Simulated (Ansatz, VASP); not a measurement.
**One calculation of GaSb, two programs**

Contents of INCAR:

```
SYSTEM = GaSb
  ALGO = Normal
  EDIFF = 1E-6
  ENCUT = 520
  GGA = PE
  ISIF = 2
  ISMEAR = 0
  LASPH = .True.
  LCHARG = .True.
  LELF = .True.
  LREAL = .False.
  LVHAR = .True.
  LWAVE = .False.
  NBANDS = 16
  NELM = 60
  PREC = Accurate
  SIGMA = 0.15
```

The input KPOINTS:

```
k-points
0
Gamma
  16 16 16
  0 0 0
```

Contents of POSCAR:

```
GaSb
1.0
   -2.6368500000      2.6368500000      1.7076500000
    2.6368500000     -2.6368500000      1.7076500000
    2.6368500000      2.6368500000     -1.7076500000
Ga Sb
1 1
Direct
    0.2500000000      0.7500000000      0.5000000000
    0.0000000000      0.0000000000      0.0000000000
```

Input for Ansatz:

```yaml
crystal:
  lattice:
    - [-2.63685, 2.63685, 1.70765]
    - [2.63685, -2.63685, 1.70765]
    - [2.63685, 2.63685, -1.70765]
  atoms:
    - { symbol: Ga, position: [0.25, 0.75, 0.5] }
    - { symbol: Sb, position: [0.0, 0.0, 0.0] }
basis:
  ecutwfc: 420
kpoints:
  mp_grid: { grid: [16, 16, 16] }
hamiltonian:
  xc: pbe
  pseudopotentials: { kind: paw, azcp: { folder: soft_1 } }
scf:
  occupations: { method: gaussian, width: 0.15 }
output:
  forces: true
  stress: true
  eigenvalues: true
```

Alike in both runs: task single point; functional PBE; k mesh 16 × 16 × 16; occupations gaussian, width 0.15 eV; no spin polarisation.

|  | VASP | Ansatz |
| --- | --- | --- |
| version | VASP 6.6.1 | Ansatz 0.2.0 |
| potentials or method | VASP PAW PBE potentials, release 64 (Ga_d, Sb), cutoff 520 eV | scalar-relativistic, plane waves, PAW |
| valence electrons in the cell | 18 | 28 |

VASP gave:

- gap on the k mesh at the Fermi level (eV): none
- pressure (GPa): 2.5
- traceless stress, the component that is largest in VASP (GPa): -3.43

Problem. Estimate Ansatz's values.

Solution. gap on the k mesh at the Fermi level (eV): none; pressure (GPa): 2.4; traceless stress, the component that is largest in VASP (GPa): -3.38.

A gap of «none» marks a metal or a gap that the smearing closes. With one functional, cell and mesh, what is left measures potentials, basis and numerics. VASP's potentials hold 18 valence electrons a cell and Ansatz's 28, so a difference there can come from the potentials and not from the codes.

Neither program's run includes spin-orbit coupling.
